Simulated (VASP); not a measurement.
The system is Sb.

```xyz
1
Lattice="0.0000 2.3712 2.3712 2.3712 0.0000 2.3712 2.3712 2.3712 0.0000" Properties=species:S:1:pos:R:3 pbc="T T T"
Sb    0.0000    0.0000    0.0000
```

This isn't the form of Sb at room conditions, which is rhombohedral.

| Item | Value |
| --- | --- |
| Program | VASP 6.6.1 |
| Task | relaxation of cell and atoms |
| Functional | BLYP |
| Dispersion | D4 |
| Potentials or basis | VASP PAW PBE potentials, release 64 (Sb) |
| Cutoff | 600 eV |
| k mesh | 10 × 10 × 10 |
| Occupations | fermi-dirac, width 0.05 eV |
| Spin | no spin polarisation |

At the start: pressure 1.9 GPa; volume 26.67 Å³/atom.

Task: How do energy, volume and symmetry change on relaxing?

Result: Over 3 steps the energy falls by 4.7 meV/atom and the volume is 27.49 Å³/atom (+3.1 %); space group Fm-3m (No. 225, to 0.1 Å) before and after.

The path:
```
step  energy change (eV)  largest force (eV/Å)  pressure (GPa)  volume (Å³)
   1              0.0000                0.0000            1.88        26.67
   2             -0.0037                0.0000           -0.82        27.89
   3             -0.0047                0.0000            0.00        27.49
```

Final structure:
```cif
data_structure
_symmetry_space_group_name_H-M 'P 1'
_symmetry_Int_Tables_number 1
_cell_length_a 3.3876
_cell_length_b 3.3876
_cell_length_c 3.3876
_cell_angle_alpha 60.000
_cell_angle_beta 60.000
_cell_angle_gamma 60.000
_cell_volume 27.49
loop_
_atom_site_label
_atom_site_type_symbol
_atom_site_fract_x
_atom_site_fract_y
_atom_site_fract_z
_atom_site_occupancy
Sb1 Sb 0.00000 0.00000 0.00000 1
```

Caveat: the PAW data sets were made with another functional, which shifts forces and pressure a little.
